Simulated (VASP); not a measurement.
# TaN (Fm-3m) in VASP: further runs

TaN is run at these levels: PBEsol; tasks: single point.

Program: VASP 6.6.1. These are calculated values, not measurements. Logs are shortened: lines on timing, memory, paths and dates and some standing lists are left out, and cuts for length are marked.

**1. The cell of the first run**

Symmetry: Fm-3m, No. 225, cubic system. The conventional cell has a = 4.375 Å, b = 4.375 Å, c = 4.375 Å, α = 90.00°, β = 90.00°, γ = 90.00°. Ta (site symmetry m-3m) has 6 N at 2.19 Å within 2.9 Å. N (site symmetry m-3m) has 6 Ta at 2.19 Å within 2.9 Å.

**2. Single point, PBEsol**

INCAR reads:

```
PREC = Accurate
ENCUT = 700
EDIFF = 1E-6
ISMEAR = 0
SIGMA = 0.15
LREAL = F
LASPH = T
NELM = 120
ALGO = Normal
ISIF = 2
LWAVE = F
LCHARG = F
GGA = PS
NBANDS = 16
GGA_COMPAT = F
```

KPOINTS reads:

```
regular mesh
0
Gamma
  18 18 18
```

POSCAR reads:

```
TaN
1.0
    0.0000000000      2.1874436400      2.1874436400
    2.1874436400      0.0000000000      2.1874436400
    2.1874436400      2.1874436400      0.0000000000
Ta N
1 1
Direct
    0.5000000000      0.5000000000      0.5000000000
    0.0000000000      0.0000000000      0.0000000000
```

Potentials or basis: VASP PAW PBE potentials, release 64 (Ta_sv_GW, N).

Launch:

```bash
$ cat potpaw_PBE.64/Ta_sv_GW/POTCAR potpaw_PBE.64/N/POTCAR > POTCAR
$ mpirun -np 1 vasp_std > vasp.out
```

OUTCAR:

```text
PREC = Accurate
   ENCUT = 700
   EDIFF = 1E-6
   ISMEAR = 0
   LREAL = F
   LASPH = T
   NELM = 120
   ISIF = 2
   GGA = PS

 ion  position               nearest neighbor table
   1  0.500  0.500  0.500-   2 2.19   2 2.19   2 2.19   2 2.19   2 2.19   2 2.19
   2  0.000  0.000  0.000-   1 2.19   1 2.19   1 2.19   1 2.19   1 2.19   1 2.19

  LATTYP: Found a face centered cubic cell.
 ALAT       =     4.3748872800

  Lattice vectors:

 A1 = (   0.0000000000,   2.1874436400,   2.1874436400)
 A2 = (   2.1874436400,   0.0000000000,   2.1874436400)
 A3 = (   2.1874436400,   2.1874436400,   0.0000000000)

Analysis of symmetry for initial positions (statically):
=====================================================================
 Subroutine PRICEL returns:
 Original cell was already a primitive cell.

 Routine SETGRP: Setting up the symmetry group for a
 face centered cubic supercell.

 Subroutine GETGRP returns: Found 48 space group operations
 (whereof 48 operations were pure point group operations)
 out of a pool of 48 trial point group operations.

The static configuration has the point symmetry O_h .

Analysis of symmetry for dynamics (positions and initial velocities):
=====================================================================
 Subroutine PRICEL returns:
 Original cell was already a primitive cell.

 Routine SETGRP: Setting up the symmetry group for a
 face centered cubic supercell.

 Subroutine GETGRP returns: Found 48 space group operations
 (whereof 48 operations were pure point group operations)
 out of a pool of 48 trial point group operations.

The dynamic configuration has the point symmetry O_h .

 Subroutine INISYM returns: Found 48 space group operations
 (whereof 48 operations are pure point group operations),
 and found     1 'primitive' translations

----------------------------------------------------------------------------------------

                                     Primitive cell

  volume of cell :      20.9334

  direct lattice vectors                    reciprocal lattice vectors
     0.000000000  2.187443640  2.187443640    -0.228577318  0.228577318  0.228577318
     2.187443640  0.000000000  2.187443640     0.228577318 -0.228577318  0.228577318
     2.187443640  2.187443640  0.000000000     0.228577318  0.228577318 -0.228577318

  length of vectors
     3.093512463  3.093512463  3.093512463     0.395907528  0.395907528  0.395907528

  position of ions in fractional coordinates (direct lattice)
     0.500000000  0.500000000  0.500000000
     0.000000000  0.000000000  0.000000000

  ion indices of the primitive-cell ions
   primitive index   ion index
                 1           1
                 2           2

----------------------------------------------------------------------------------------

 KPOINTS: regular mesh

Automatic generation of k-mesh.
 Grid dimensions read from file:
 generate k-points for:   18   18   18

 Generating k-lattice:

  Cartesian coordinates                     Fractional coordinates (reciprocal lattice)
    -0.012698740  0.012698740  0.012698740     0.055555556  0.000000000  0.000000000
     0.012698740 -0.012698740  0.012698740     0.000000000  0.055555556  0.000000000
     0.012698740  0.012698740 -0.012698740     0.000000000  0.000000000  0.055555556

  Length of vectors
     0.021994863  0.021994863  0.021994863

  Shift w.r.t. Gamma in fractional coordinates (k-lattice)
     0.000000000  0.000000000  0.000000000

 Subroutine IBZKPT returns following result:
 ===========================================

 Found    195 irreducible k-points:

 Following reciprocal coordinates:
            Coordinates               Weight
  0.000000  0.000000  0.000000      1.000000
  0.055556  0.000000  0.000000      8.000000
  0.111111  0.000000  0.000000      8.000000
  0.166667  0.000000  0.000000      8.000000
  0.222222  0.000000  0.000000      8.000000
  0.277778  0.000000  0.000000      8.000000
[... 16 lines left out ...]
 -0.277778  0.055556  0.000000     24.000000
 -0.222222  0.055556  0.000000     24.000000
 [... further k-points ...]
   k-points           NKPTS =    195   k-points in BZ     NKDIM =    195   number of bands    NBANDS=     16
   number of dos      NEDOS =    301   number of ions     NIONS =      2
   total plane-waves  NPLWV =  21952
   dimension x,y,z NGX =    28 NGY =   28 NGZ =   28
   dimension x,y,z NGXF=    56 NGYF=   56 NGZF=   56
   ions per type =               1   1
   NGX,Y,Z   is equivalent  to a cutoff of  15.05, 15.05, 15.05 a.u.
   NGXF,Y,Z  is equivalent  to a cutoff of  30.09, 30.09, 30.09 a.u.
 SYSTEM =  unknown system
   PREC   = accura    normal or accurate (medium, high low for compatibility)
   ISTART =      0    job   : 0-new  1-cont  2-samecut
   ICHARG =      2    charge: 1-file 2-atom 10-const
   ISPIN  =      1    spin polarized calculation?
   LNONCOLLINEAR =      F non collinear calculations
   LSORBIT =      F    spin-orbit coupling
   LASPH  =      T    aspherical Exc in radial PAW
   ENCUT  =  700.0 eV  51.45 Ry    7.17 a.u.   6.67  6.67  6.67*2*pi/ulx,y,z
   NELM   =    120;   NELMIN=  2; NELMDL= -5     # of ELM steps
   EDIFF  = 0.1E-05   stopping-criterion for ELM
   LREAL  =      F    real-space projection
[... 7 lines left out ...]
   TEBEG  =    0.0;   TEEND  =   0.0 temperature during run
   PSTRESS=    0.0 pullay stress
   NELECT =      18.0000    total number of electrons
   NUPDOWN=      -1.0000    fix difference up-down
   EMIN   =  10.00;   EMAX   =-10.00  energy-range for DOS
   EFERMI =   0.00;   METHOD = LEGACY
   ISMEAR =     0;   SIGMA  =   0.15  broadening in eV -4-tet -1-fermi 0-gaus
   EFERMI_NEDOS =   21; number of points for ismear=-14 and -15
   IALGO  =     38    algorithm
   IMIX   =      4    mixing-type and parameters
     AMIX     =   0.40;   BMIX     =  1.00
     AMIX_MAG =   1.60;   BMIX_MAG =  1.00
  volume/ion in A,a.u.               =      10.47        70.63
  Fermi-wavevector in a.u.,A,eV,Ry     =   1.556750  2.941830 32.973307  2.423470
  Thomas-Fermi vector in A             =   2.660500
   LORBIT       =      0    0 simple, 1 ext, 2 COOP (PROOUT), +10 PAW based schemes
   GGA     = PS    functional components
   LHFCALC =     F    Hartree Fock is set to
   AEXX    =    0.0000 exact exchange contribution
   IVDW    =     0    specifies the selected vdW correction
   LEPSILON=     F    determine dielectric tensor
   LRPA    =     F    only Hartree local field effects (RPA)
 non-spin polarized calculation
 Gauss-broadening in eV      SIGMA  =   0.15
  energy-cutoff  :      700.00
  volume of cell :       20.93
 maximum number of plane-waves:       901
   NGX = 13   NGY = 13   NGZ = 13

 number of electron      18.0000000 magnetization

 Free energy of the ion-electron system (eV)
  ---------------------------------------------------
  ext. energy  EPLUGINS =         0.00000000
  ---------------------------------------------------
  free energy    TOTEN  =       -25.76769264 eV

  energy without entropy =      -25.75809247  energy(sigma->0) =      -25.76289256

 E-fermi :  13.8934     XC(G=0): -14.0503

 val. band max:       13.8798841006   @ k =   0.2222   0.1667   0.0556
 cond. band min:      13.9042892843   @ k =  -0.2778   0.3333   0.1111
 fundamental gap:      0.0244051837
 Fermi energy:        13.8934455084

 k-point     1 :       0.0000    0.0000    0.0000
  band No.  band energies     occupation
      1     -55.5912      2.00000
      2     -21.7680      2.00000
      3     -21.7680      2.00000
      4     -21.7680      2.00000
      5      -5.0328      2.00000
      6      10.0456      2.00000
[... 8 lines left out ...]
     15      23.0220      0.00000
     16      38.3297      0.00000

 k-point     2 :       0.0556    0.0000    0.0000
  band No.  band energies     occupation
      1     -55.5894      2.00000
      2     -21.7979      2.00000
      3     -21.7707      2.00000
      4     -21.7707      2.00000
      5      -4.9548      2.00000
      6       9.6197      2.00000
[... 8 lines left out ...]
     15      23.2589      0.00000
     16      36.9840      0.00000

 k-point     3 :       0.1111    0.0000    0.0000
  band No.  band energies     occupation
      1     -55.5842      2.00000
      2     -21.8831      2.00000
      3     -21.7784      2.00000
      4     -21.7784      2.00000
      5      -4.7274      2.00000
      6       8.7230      2.00000
[... 8 lines left out ...]
     15      23.9290      0.00000
     16      34.9572      0.00000

 k-point     4 :       0.1667    0.0000    0.0000
  band No.  band energies     occupation
      1     -55.5761      2.00000
      2     -22.0110      2.00000
      3     -21.7901      2.00000
      4     -21.7901      2.00000
      5      -4.3701      2.00000
      6       7.6903      2.00000
[... 8 lines left out ...]
     15      24.8992      0.00000
     16      33.0215      0.00000

 k-point     5 :       0.2222    0.0000    0.0000
  band No.  band energies     occupation
      1     -55.5661      2.00000
      2     -22.1639      2.00000
      3     -21.8045      2.00000
      4     -21.8045      2.00000
      5      -3.9125      2.00000
      6       6.6479      2.00000
[... 8 lines left out ...]
     15      25.8722      0.00000
     16      31.5647      0.00000

 k-point     6 :       0.2778    0.0000    0.0000
  band No.  band energies     occupation
      1     -55.5555      2.00000
      2     -22.3222      2.00000
      3     -21.8197      2.00000
      4     -21.8197      2.00000
      5      -3.3925      2.00000
      6       5.6599      2.00000
[... 8 lines left out ...]
     15      26.2697      0.00000
     16      30.6912      0.00000

 k-point     7 :       0.3333    0.0000    0.0000
  band No.  band energies     occupation
      1     -55.5455      2.00000
      2     -22.4669      2.00000
      3     -21.8339      2.00000
      4     -21.8339      2.00000
      5      -2.8572      2.00000
      6       4.7744      2.00000
[... 8 lines left out ...]
     15      25.9833      0.00000
     16      28.9412      0.00000

 k-point     8 :       0.3889    0.0000    0.0000
  band No.  band energies     occupation
      1     -55.5373      2.00000
      2     -22.5822      2.00000
      3     -21.8454      2.00000
      4     -21.8454      2.00000
      5      -2.3675      2.00000
      6       4.0443      2.00000
[... 8 lines left out ...]
     15      25.7204      0.00000
     16      27.4426      0.00000

 k-point     9 :       0.4444    0.0000    0.0000
  band No.  band energies     occupation
      1     -55.5320      2.00000
      2     -22.6563      2.00000
      3     -21.8529      2.00000
      4     -21.8529      2.00000
      5      -2.0068      2.00000
      6       3.5437      2.00000
[... 8 lines left out ...]
     15      25.7033      0.00000
     16      26.3550      0.00000
[... 172 lines left out ...]
 k-point    19 :       0.5000    0.0556    0.0000
  band No.  band energies     occupation
      1     -55.5296      2.00000
      2     -22.6689      2.00000
      3     -21.8724      2.00000
      4     -21.8622      2.00000
      5      -1.9408      2.00000
      6       3.4760      2.00000
[... 8 lines left out ...]
     15      25.3557      0.00000
     16      26.0878      0.00000

 k-point    20 :      -0.4444    0.0556    0.0000
  band No.  band energies     occupation
      1     -55.5302      2.00000
      2     -22.6605      2.00000
      3     -21.8771      2.00000
      4     -21.8557      2.00000
      5      -1.9811      2.00000
      6       3.5286      2.00000
[... 8 lines left out ...]
     15      25.4103      0.00000
     16      26.3419      0.00000

 k-point    21 :      -0.3889    0.0556    0.0000
  band No.  band energies     occupation
      1     -55.5344      2.00000
      2     -22.6034      2.00000
      3     -21.8759      2.00000
      4     -21.8446      2.00000
      5      -2.2564      2.00000
      6       3.9006      2.00000
[... 8 lines left out ...]
     15      25.5603      0.00000
     16      26.8871      0.00000

 k-point    22 :      -0.3333    0.0556    0.0000
  band No.  band energies     occupation
      1     -55.5416      2.00000
      2     -22.5032      2.00000
      3     -21.8690      2.00000
      4     -21.8300      2.00000
      5      -2.6891      2.00000
      6       4.5194      2.00000
[... 8 lines left out ...]
     15      25.8281      0.00000
     16      27.9375      0.00000

 k-point    23 :      -0.2778    0.0556    0.0000
  band No.  band energies     occupation
      1     -55.5509      2.00000
      2     -22.3703      2.00000
      3     -21.8569      2.00000
      4     -21.8139      2.00000
      5      -3.1950      2.00000
      6       5.3085      2.00000
[... 8 lines left out ...]
     15      26.2627      0.00000
     16      29.1170      0.00000

 k-point    24 :      -0.2222    0.0556    0.0000
  band No.  band energies     occupation
      1     -55.5614      2.00000
      2     -22.2190      2.00000
      3     -21.8412      2.00000
      4     -21.7980      2.00000
      5      -3.7079      2.00000
      6       6.2086      2.00000
[... 8 lines left out ...]
     15      26.2258      0.00000
     16      30.2005      0.00000

 [... further k-points ...]
[... 5 lines left out ...]
  --------------------------------------------------------------------------------------
  -------------------------------------------------------------------------------------
  Total        0.0248945      0.0248945      0.0248945      0.0000000     -0.0000000      0.0000000
  in kB        1.9053414      1.9053414      1.9053414      0.0000000     -0.0000000      0.0000000
  external PRESSURE =       1.9053414 kB  Pullay stress =       0.0000000 kB

 VOLUME and BASIS-vectors are now :
 -----------------------------------------------------------------------------
  energy-cutoff  :      700.00
  volume of cell :       20.93
      direct lattice vectors                 reciprocal lattice vectors
     0.000000000  2.187443640  2.187443640    -0.228577318  0.228577318  0.228577318
     2.187443640  0.000000000  2.187443640     0.228577318 -0.228577318  0.228577318
     2.187443640  2.187443640  0.000000000     0.228577318  0.228577318 -0.228577318

 POSITION                                       TOTAL-FORCE (eV/Angst)
 -----------------------------------------------------------------------------------
      2.18744      2.18744      2.18744        -0.000000     -0.000000      0.000000
      0.00000      0.00000      0.00000         0.000000      0.000000      0.000000
 -----------------------------------------------------------------------------------
    total drift:                                0.000000      0.000000      0.000000

  FREE ENERGIE OF THE ION-ELECTRON SYSTEM (eV)
  ---------------------------------------------------
  free  energy   TOTEN  =       -25.7676926422 eV

  energy  without entropy=      -25.7580924707  energy(sigma->0) =      -25.76289256
```

It took 84 s on 1 thread of Intel Xeon Platinum 8375C at 2.90GHz (Ice Lake), shared host; peak memory 0.26 GiB.

Results:

```yaml
Free_energy: -25.7677 eV
Pressure: 0.2 GPa
Band_gap_on_the_k_mesh: zero (bands 9 and 10 overlap by 4.13 eV)
```

Levels at points of the mesh, in eV from the Fermi level:
```
           k point  band 7  band 8  band 9  band 10  band 11  band 12
(0.00, 0.00, 0.00)   -3.85   -3.85   -2.17    -2.17    -2.17     0.03
(0.50, 0.00, 0.00)   -7.71   -7.71    1.96     1.96     2.05     3.81
(0.50, 0.50, 0.00)   -5.61   -4.65   -4.65     2.14     3.66     3.66
```

Caveat: the PAW data sets were made with another functional, which shifts forces and pressure a little; spin-orbit coupling is left out, which moves the levels of the heavy elements.

**3. Single point, PBEsol**

INCAR reads:

```
  PREC = Accurate
  ENCUT = 700
  EDIFF = 1E-6
  ISMEAR = 0
  SIGMA = 0.15
  LREAL = False
  LASPH = True
  NELM = 120
  ALGO = Normal
  ISIF = 2
  LWAVE = False
  LCHARG = False
  GGA = PS
  NBANDS = 16
  GGA_COMPAT = False
```

KPOINTS reads:

```
regular mesh
0
Gamma
  20 20 20
```

POSCAR is that of step 2.

Potentials or basis: VASP PAW PBE potentials, release 64 (Ta_sv_GW, N).

Launch:

```bash
$ cat potpaw_PBE.64/Ta_sv_GW/POTCAR potpaw_PBE.64/N/POTCAR > POTCAR
$ mpirun -np 1 vasp_std > vasp.out
```

Run time: 1.8 min. Hardware: 1 thread of AMD EPYC 7R13 (Zen 3), shared host; peak memory 0.25 GiB.

It converged, with:

```
Free energy            : -25.7688 eV
Pressure               : 0.2 GPa
Band gap on the k mesh : zero (bands 9 and 10 overlap by 4.13 eV)
```

Levels at points of the mesh, in eV from the Fermi level:
```csv
k point,band 5,band 6,band 7,band 8,band 9,band 10,band 11,band 12,band 13,band 14
"(0.00, 0.00, 0.00)",-18.91,-3.83,-3.83,-3.83,-2.16,-2.16,-2.16,0.05,0.05,1.67
"(0.50, 0.00, 0.00)",-15.74,-10.51,-7.69,-7.69,1.97,1.97,2.07,3.83,7.74,7.74
"(0.50, 0.50, 0.00)",-17.64,-6.64,-5.59,-4.63,-4.63,2.16,3.68,3.68,4.74,6.92
```

Caveat: the PAW data sets were made with another functional, which shifts forces and pressure a little; spin-orbit coupling is left out, which moves the levels of the heavy elements.

The gap in the log of VASP goes by the Fermi energy; the results here count the filled bands.